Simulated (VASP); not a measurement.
# Ge3Te2S (P6mm) in VASP: further runs

The runs below take Ge3Te2S through single point, relaxation of cell and atoms, with PBE.

Program: VASP 6.6.1. These are calculated values, not measurements. Logs are shortened: lines on timing, memory, paths and dates and some standing lists are left out, and cuts for length are marked.

## (1) The cell of the first run

The structure is hexagonal, space group P6mm (No. 183). Conventional cell: a = 6.205 Å, b = 6.205 Å, c = 4.583 Å, α = 90.00°, β = 90.00°, γ = 120.00°. Within 3.8 Å of Ge (site symmetry 2mm) lie 4 Te at 2.90 to 2.91 Å and 4 Ge at 3.10 Å and 2 S at 3.23 Å. Te (site symmetry 3m) has 6 Ge at 2.90 to 2.91 Å and 3 Te at 3.58 Å and 3 S at 3.84 Å within 3.9 Å. Within 4.3 Å of S (site symmetry 6mm) lie 6 Ge at 3.23 Å and 6 Te at 3.84 Å.

The cell was generated, and may not be a known phase.

## (2) Single point, PBE

File INCAR:

```
PREC     = Accurate       # precision mode
ENCUT    = 520            # plane-wave cutoff, eV
EDIFF    = 1E-7           # SCF threshold, eV
ISMEAR   = 0              # smearing method
SIGMA    = 0.1            # smearing width, eV
LREAL    = False          # projectors in reciprocal space
LASPH    = True           # aspherical terms in the spheres
NELM     = 80             # most SCF steps
ALGO     = Normal         # electronic algorithm
ISIF     = 2              # what is computed and relaxed
LWAVE    = False          # write WAVECAR
LCHARG   = False          # write CHGCAR
GGA      = PE             # functional
NBANDS   = 39             # bands
```

File KPOINTS:

```
regular mesh
0
Gamma
  3 3 4
```

File POSCAR:

```
Ge3Te2S
1.0
    6.2051280800      0.0000000000      0.0000000000
   -3.1025640400      5.3737985500      0.0000000000
    0.0000000000      0.0000000000      4.5829934900
Ge Te S
3 2 1
Direct
    0.0000000000      0.5000000000      0.9950230700
    0.5000000000      0.0000000000      0.9950230700
    0.5000000000      0.5000000000      0.9950230700
    0.6666666700      0.3333333300      0.4961477200
    0.3333333300      0.6666666700      0.4961477200
    0.0000000000      0.0000000000      0.1926302600
```

Potentials or basis: VASP PAW PBE potentials, release 64 (Ge_d, Te, S).

Started as:

```
> cat potpaw_PBE.64/Ge_d/POTCAR potpaw_PBE.64/Te/POTCAR potpaw_PBE.64/S/POTCAR > POTCAR
> mpirun -np 1 vasp_std > vasp.out
```

OUTCAR:

```text
PREC = Accurate
   ENCUT = 520
   EDIFF = 1E-7
   ISMEAR = 0
   LREAL = False
   LASPH = True
   NELM = 80
   ISIF = 2
   GGA = PE

 ion  position               nearest neighbor table
   1  0.000  0.500  0.995-   4 2.90   5 2.90   4 2.91   5 2.91
   2  0.500  0.000  0.995-   4 2.90   5 2.90   4 2.91   5 2.91
   3  0.500  0.500  0.995-   4 2.90   5 2.90   4 2.91   5 2.91
   4  0.667  0.333  0.496-   2 2.90   1 2.90   3 2.90   2 2.91   1 2.91   3 2.91   5 3.58   5 3.58
                             5 3.58
   5  0.333  0.667  0.496-   2 2.90   1 2.90   3 2.90   2 2.91   1 2.91   3 2.91   4 3.58   4 3.58
                             4 3.58
   6  0.000  0.000  0.193-

  LATTYP: Found a hexagonal cell.
 ALAT       =     6.2051280800
 C/A-ratio  =     0.7385816104

  Lattice vectors:

 A1 = (   6.2051280800,   0.0000000000,   0.0000000000)
 A2 = (  -3.1025640400,   5.3737985500,   0.0000000000)
 A3 = (   0.0000000000,   0.0000000000,   4.5829934900)

Analysis of symmetry for initial positions (statically):
=====================================================================
 Subroutine PRICEL returns:
 Original cell was already a primitive cell.

 Routine SETGRP: Setting up the symmetry group for a
 hexagonal supercell.

 Subroutine GETGRP returns: Found 12 space group operations
 (whereof 12 operations were pure point group operations)
 out of a pool of 24 trial point group operations.

The static configuration has the point symmetry C_6v.

Analysis of symmetry for dynamics (positions and initial velocities):
=====================================================================
 Subroutine PRICEL returns:
 Original cell was already a primitive cell.

 Routine SETGRP: Setting up the symmetry group for a
 hexagonal supercell.

 Subroutine GETGRP returns: Found 12 space group operations
 (whereof 12 operations were pure point group operations)
 out of a pool of 24 trial point group operations.

The dynamic configuration has the point symmetry C_6v.

 Subroutine INISYM returns: Found 12 space group operations
 (whereof 12 operations are pure point group operations),
 and found     1 'primitive' translations

----------------------------------------------------------------------------------------

                                     Primitive cell

  volume of cell :     152.8204

  direct lattice vectors                    reciprocal lattice vectors
     6.205128080  0.000000000  0.000000000     0.161157028  0.093044054  0.000000000
    -3.102564040  5.373798550  0.000000000     0.000000000  0.186088107  0.000000000
     0.000000000  0.000000000  4.582993490     0.000000000  0.000000000  0.218197997

  length of vectors
     6.205128080  6.205128079  4.582993490     0.186088107  0.186088107  0.218197997

  position of ions in fractional coordinates (direct lattice)
     0.000000000  0.500000000  0.995023070
     0.500000000  0.000000000  0.995023070
     0.500000000  0.500000000  0.995023070
     0.666666670  0.333333330  0.496147720
     0.333333330  0.666666670  0.496147720
     0.000000000  0.000000000  0.192630260

  ion indices of the primitive-cell ions
   primitive index   ion index
                 1           1
                 2           2
                 3           3
                 4           4
                 5           5
                 6           6

----------------------------------------------------------------------------------------

 KPOINTS: regular mesh

Automatic generation of k-mesh.
 Grid dimensions read from file:
 generate k-points for:    3    3    4

 Generating k-lattice:

  Cartesian coordinates                     Fractional coordinates (reciprocal lattice)
     0.053719009  0.031014685  0.000000000     0.333333333  0.000000000  0.000000000
     0.000000000  0.062029369  0.000000000     0.000000000  0.333333333  0.000000000
     0.000000000  0.000000000  0.054549499     0.000000000  0.000000000  0.250000000

  Length of vectors
     0.062029369  0.062029369  0.054549499

  Shift w.r.t. Gamma in fractional coordinates (k-lattice)
     0.000000000  0.000000000  0.000000000

 Subroutine IBZKPT returns following result:
 ===========================================

 Found      9 irreducible k-points:

 Following reciprocal coordinates:
            Coordinates               Weight
  0.000000  0.000000  0.000000      1.000000
  0.333333  0.000000  0.000000      6.000000
  0.333333  0.333333  0.000000      2.000000
  0.000000  0.000000  0.250000      2.000000
  0.333333  0.000000  0.250000     12.000000
  0.333333  0.333333  0.250000      4.000000
  0.000000  0.000000  0.500000      1.000000
  0.333333  0.000000  0.500000      6.000000
  0.333333  0.333333  0.500000      2.000000
   k-points           NKPTS =      9   k-points in BZ     NKDIM =      9   number of bands    NBANDS=     39
   number of dos      NEDOS =    301   number of ions     NIONS =      6
   total plane-waves  NPLWV =  82944
   dimension x,y,z NGX =    48 NGY =   48 NGZ =   36
   dimension x,y,z NGXF=    96 NGYF=   96 NGZF=   72
   ions per type =               3   2   1
   NGX,Y,Z   is equivalent  to a cutoff of  12.86, 12.86, 13.06 a.u.
   NGXF,Y,Z  is equivalent  to a cutoff of  25.72, 25.72, 26.12 a.u.
 SYSTEM =  unknown system
   PREC   = accura    normal or accurate (medium, high low for compatibility)
   ISTART =      0    job   : 0-new  1-cont  2-samecut
   ICHARG =      2    charge: 1-file 2-atom 10-const
   ISPIN  =      1    spin polarized calculation?
   LNONCOLLINEAR =      F non collinear calculations
   LSORBIT =      F    spin-orbit coupling
   LASPH  =      T    aspherical Exc in radial PAW
   ENCUT  =  520.0 eV  38.22 Ry    6.18 a.u.  11.54 11.54  8.52*2*pi/ulx,y,z
   NELM   =     80;   NELMIN=  2; NELMDL= -5     # of ELM steps
   EDIFF  = 0.1E-06   stopping-criterion for ELM
   LREAL  =      F    real-space projection
   EDIFFG = 0.1E-05   stopping-criterion for IOM
   NSW    =      0    number of steps for IOM
   IBRION =     -1    ionic relax: 0-MD 1-quasi-New 2-CG
   NFREE  =      0    steps in history (QN), initial steepest desc. (CG)
   ISIF   =      2    stress and relaxation
   ISYM   =      2    0-nonsym 1-usesym 2-fastsym
   POTIM  = 0.5000    time-step for ionic-motion
   TEBEG  =    0.0;   TEEND  =   0.0 temperature during run
   PSTRESS=    0.0 pullay stress
   NELECT =      60.0000    total number of electrons
   NUPDOWN=      -1.0000    fix difference up-down
   EMIN   =  10.00;   EMAX   =-10.00  energy-range for DOS
   EFERMI =   0.00;   METHOD = LEGACY
   ISMEAR =     0;   SIGMA  =   0.10  broadening in eV -4-tet -1-fermi 0-gaus
   EFERMI_NEDOS =   21; number of points for ismear=-14 and -15
   IALGO  =     38    algorithm
   IMIX   =      4    mixing-type and parameters
     AMIX     =   0.40;   BMIX     =  1.00
     AMIX_MAG =   1.60;   BMIX_MAG =  1.00
  volume/ion in A,a.u.               =      25.47       171.88
  Fermi-wavevector in a.u.,A,eV,Ry     =   1.198758  2.265324 19.551849  1.437020
  Thomas-Fermi vector in A             =   2.334638
   LORBIT       =      0    0 simple, 1 ext, 2 COOP (PROOUT), +10 PAW based schemes
   GGA     = PE    functional components
   LHFCALC =     F    Hartree Fock is set to
   AEXX    =    0.0000 exact exchange contribution
   IVDW    =     0    specifies the selected vdW correction
   LEPSILON=     F    determine dielectric tensor
   LRPA    =     F    only Hartree local field effects (RPA)
 non-spin polarized calculation
 Gauss-broadening in eV      SIGMA  =   0.10
  energy-cutoff  :      520.00
  volume of cell :      152.82
 maximum number of plane-waves:      4145
 NGX is ok and might be reduce to    48
   NGX = 23   NGY = 23   NGZ = 17

 number of electron      59.9999974 magnetization

 Free energy of the ion-electron system (eV)
  ---------------------------------------------------
  ext. energy  EPLUGINS =         0.00000000
  ---------------------------------------------------
  free energy    TOTEN  =       -21.47817249 eV

  energy without entropy =      -21.46851506  energy(sigma->0) =      -21.47334378

 E-fermi :   5.3910     XC(G=0):  -9.7173

 val. band max:        5.3785642663   @ k =   0.3333   0.3333   0.5000
 cond. band min:       5.4844438486   @ k =   0.3333   0.3333   0.0000
 fundamental gap:      0.1058795823
 Fermi energy:         5.3909541791

 k-point     1 :       0.0000    0.0000    0.0000
  band No.  band energies     occupation
      1     -19.7676      2.00000
      2     -19.7676      2.00000
      3     -19.7653      2.00000
      4     -19.7640      2.00000
      5     -19.7605      2.00000
      6     -19.7542      2.00000
[... 31 lines left out ...]
     38      10.3383      0.00000
     39      10.3383      0.00000

 k-point     2 :       0.3333    0.0000    0.0000
  band No.  band energies     occupation
      1     -19.7667      2.00000
      2     -19.7599      2.00000
      3     -19.7559      2.00000
      4     -19.7549      2.00000
      5     -19.7527      2.00000
      6     -19.7513      2.00000
[... 31 lines left out ...]
     38      10.0208      0.00000
     39      10.3674      0.00000

 k-point     3 :       0.3333    0.3333    0.0000
  band No.  band energies     occupation
      1     -19.7580      2.00000
      2     -19.7580      2.00000
      3     -19.7553      2.00000
      4     -19.7521      2.00000
      5     -19.7501      2.00000
      6     -19.7497      2.00000
[... 31 lines left out ...]
     38       8.8209      0.00000
     39      10.3397      0.00000

 k-point     4 :       0.0000    0.0000    0.2500
  band No.  band energies     occupation
      1     -19.7675      2.00000
      2     -19.7675      2.00000
      3     -19.7650      2.00000
      4     -19.7629      2.00000
      5     -19.7619      2.00000
      6     -19.7546      2.00000
[... 31 lines left out ...]
     38      10.2469      0.00000
     39      10.2469      0.00000
[... 124 lines left out ...]
     38      10.9778      0.00000
     39      10.9778      0.00000

 k-point     8 :       0.3333    0.0000    0.5000
  band No.  band energies     occupation
      1     -19.7660      2.00000
      2     -19.7581      2.00000
      3     -19.7579      2.00000
      4     -19.7540      2.00000
      5     -19.7524      2.00000
      6     -19.7518      2.00000
[... 31 lines left out ...]
     38       9.8309      0.00000
     39      10.2040      0.00000

 k-point     9 :       0.3333    0.3333    0.5000
  band No.  band energies     occupation
      1     -19.7560      2.00000
      2     -19.7560      2.00000
      3     -19.7552      2.00000
      4     -19.7525      2.00000
      5     -19.7509      2.00000
      6     -19.7509      2.00000
[... 31 lines left out ...]
     38       9.3350      0.00000
     39       9.3350      0.00000

------------------------ aborting loop because EDIFF is reached ----------------------------------------

  FORCE on cell =-STRESS in cart. coord.  units (eV):
  Direction    XX          YY          ZZ          XY          YZ          ZX
  --------------------------------------------------------------------------------------
  -------------------------------------------------------------------------------------
  Total        1.7518462      1.7518462      2.9802335      0.0000000     -0.0000000      0.0000000
  in kB       18.3664489     18.3664489     31.2449262      0.0000000     -0.0000000      0.0000000
  external PRESSURE =      22.6592747 kB  Pullay stress =       0.0000000 kB

 VOLUME and BASIS-vectors are now :
 -----------------------------------------------------------------------------
  energy-cutoff  :      520.00
  volume of cell :      152.82
      direct lattice vectors                 reciprocal lattice vectors
     6.205128080  0.000000000  0.000000000     0.161157028  0.093044054  0.000000000
    -3.102564040  5.373798550  0.000000000     0.000000000  0.186088107  0.000000000
     0.000000000  0.000000000  4.582993490     0.000000000  0.000000000  0.218197997

 POSITION                                       TOTAL-FORCE (eV/Angst)
 -----------------------------------------------------------------------------------
     -1.55128      2.68690      4.56018         0.000000     -0.000000     -0.096425
      3.10256      0.00000      4.56018         0.000000     -0.000000     -0.096425
      1.55128      2.68690      4.56018         0.000000     -0.000000     -0.096425
      3.10256      1.79127      2.27384         0.000000      0.000000      0.543632
     -0.00000      3.58253      2.27384        -0.000000     -0.000000      0.543632
      0.00000      0.00000      0.88282         0.000000     -0.000000     -0.797989
 -----------------------------------------------------------------------------------
    total drift:                               -0.000000     -0.000001     -0.001077

  FREE ENERGIE OF THE ION-ELECTRON SYSTEM (eV)
  ---------------------------------------------------
  free  energy   TOTEN  =       -21.4781724937 eV

  energy  without entropy=      -21.4685150620  energy(sigma->0) =      -21.47334378
```

Wall time 59 s (1 thread of Intel Xeon Platinum 8488C (Sapphire Rapids), shared host); peak memory 0.29 GiB.

What came out:

```yaml
Free_energy: -21.4782 eV
Pressure: 2.3 GPa
Largest_force: 0.798 eV/Å
Band_gap_on_the_k_mesh: zero (bands 30 and 31 overlap by 1.57 eV)
```

Forces on the atoms (eV/Å):
```
Ge   0.000  0.000 -0.096
Ge   0.000  0.000 -0.096
Ge   0.000  0.000 -0.096
Te   0.000  0.000  0.544
Te   0.000  0.000  0.544
S    0.000  0.000 -0.798
```

Levels at points of the mesh, in eV from the Fermi level:
```
           k point  band 27  band 28  band 29  band 30  band 31  band 32  band 33  band 34
(0.00, 0.00, 0.00)    -0.93    -0.93    -0.66    -0.34    -0.34     0.15     0.15     2.13
(0.00, 0.00, 0.50)    -1.52    -1.36    -1.36     1.23     1.23     1.54     2.49     4.32
```

Caveat: the k points lie up to 0.39 Å⁻¹ apart, too coarse for converged energies and pressures of a metal; spin-orbit coupling is left out, which moves the levels of the heavy elements.

## (3) Single point, PBE

This run uses another cell than the first one, of 29.25 Å³/atom.

File INCAR:

```
PREC = Accurate
ENCUT = 520
EDIFF = 1E-7
ISMEAR = 0
SIGMA = 0.1
LREAL = False
LASPH = True
NELM = 80
ALGO = Normal
ISIF = 2
LWAVE = False
LCHARG = False
GGA = PE
NBANDS = 39
```

KPOINTS is that of step 2.

File POSCAR:

```
Ge3Te2S
1.0
    6.3391112459      0.0000000000      0.0000000000
   -3.1695556229      5.4898313763      0.0000000000
    0.0000000000      0.0000000000      5.0426123456
Ge Te S
3 2 1
Direct
    0.0000000000      0.5000000000      0.9822171999
    0.5000000000      0.0000000000      0.9822171999
    0.5000000000      0.5000000000      0.9822171999
    0.6666666667      0.3333333333      0.5839296446
    0.3333333333      0.6666666667      0.5839296446
    0.0000000000      0.0000000000      0.0554840212
```

Potentials or basis: VASP PAW PBE potentials, release 64 (Ge_d, Te, S).

Started as:

```
> cat potpaw_PBE.64/Ge_d/POTCAR potpaw_PBE.64/Te/POTCAR potpaw_PBE.64/S/POTCAR > POTCAR
> mpirun -np 1 vasp_std > vasp.out
```

OUTCAR:

```text
PREC = Accurate
   ENCUT = 520
   EDIFF = 1E-7
   ISMEAR = 0
   LREAL = False
   LASPH = True
   NELM = 80
   ISIF = 2
   GGA = PE

 ion  position               nearest neighbor table
   1  0.000  0.500  0.982-   4 2.72   5 2.72
   2  0.500  0.000  0.982-   4 2.72   5 2.72
   3  0.500  0.500  0.982-   4 2.72   5 2.72
   4  0.667  0.333  0.584-   2 2.72   1 2.72   3 2.72   5 3.66   5 3.66   5 3.66
   5  0.333  0.667  0.584-   2 2.72   1 2.72   3 2.72   4 3.66   4 3.66   4 3.66
[... 569 lines left out ...]
  -------------------------------------------------------------------------------------
  Total        0.0192827      0.0192827      0.4221818      0.0000000      0.0000000      0.0000000
  in kB        0.1760499      0.1760499      3.8544919      0.0000000      0.0000000      0.0000000
  external PRESSURE =       1.4021973 kB  Pullay stress =       0.0000000 kB

 VOLUME and BASIS-vectors are now :
 -----------------------------------------------------------------------------
  energy-cutoff  :      520.00
  volume of cell :      175.49
      direct lattice vectors                 reciprocal lattice vectors
     6.339111246  0.000000000  0.000000000     0.157750820  0.091077479  0.000000000
    -3.169555623  5.489831376  0.000000000     0.000000000  0.182154957  0.000000000
     0.000000000  0.000000000  5.042612346     0.000000000  0.000000000  0.198309910

 POSITION                                       TOTAL-FORCE (eV/Angst)
 -----------------------------------------------------------------------------------
     -1.58478      2.74492      4.95294        -0.000000      0.000000      0.034579
      3.16956      0.00000      4.95294        -0.000000      0.000000      0.034579
      1.58478      2.74492      4.95294        -0.000000      0.000000      0.034579
      3.16956      1.82994      2.94453         0.000000      0.000000     -0.051007
     -0.00000      3.65989      2.94453        -0.000000      0.000000     -0.051007
      0.00000      0.00000      0.27978         0.000000     -0.000000     -0.001721
 -----------------------------------------------------------------------------------
    total drift:                                0.000001      0.000001     -0.000181

  FREE ENERGIE OF THE ION-ELECTRON SYSTEM (eV)
  ---------------------------------------------------
  free  energy   TOTEN  =       -22.1391493839 eV

  energy  without entropy=      -22.1385953105  energy(sigma->0) =      -22.13887235
```

stdout:

```text
POSCAR found type information on POSCAR GeTeS
 POSCAR found :  3 types and       6 ions
 scaLAPACK will be used
 LDA part: xc-table for (Slater+PW92), standard interpolation
 POSCAR, INCAR and KPOINTS ok, starting setup
 FFT: planning ... GRIDC
 FFT: planning ... GRID_SOFT
 FFT: planning ... GRID
 WAVECAR not read
 entering main loop
```

It took 63 s on 1 thread of Intel Xeon Platinum 8488C (Sapphire Rapids), shared host; peak memory 0.32 GiB.

What came out:

```yaml
Free_energy: -22.1391 eV
Pressure: 0.1 GPa
Largest_force: 0.051 eV/Å
Band_gap_on_the_k_mesh: zero (bands 30 and 31 overlap by 0.34 eV)
```

Forces on the atoms (eV/Å):
```
Ge   0.000  0.000  0.035
Ge   0.000  0.000  0.035
Ge   0.000  0.000  0.035
Te   0.000  0.000 -0.051
Te   0.000  0.000 -0.051
S    0.000  0.000 -0.002
```

Stress tensor (GPa, compression positive):
```
0.02 0.00 0.00
0.00 0.02 0.00
0.00 0.00 0.39
```

Caveat: the k points lie up to 0.38 Å⁻¹ apart; spin-orbit coupling is left out, which moves the levels of the heavy elements.

(Part 1 of 2 ends here.)

The gap in the log of VASP goes by the Fermi energy; the results here count the filled bands.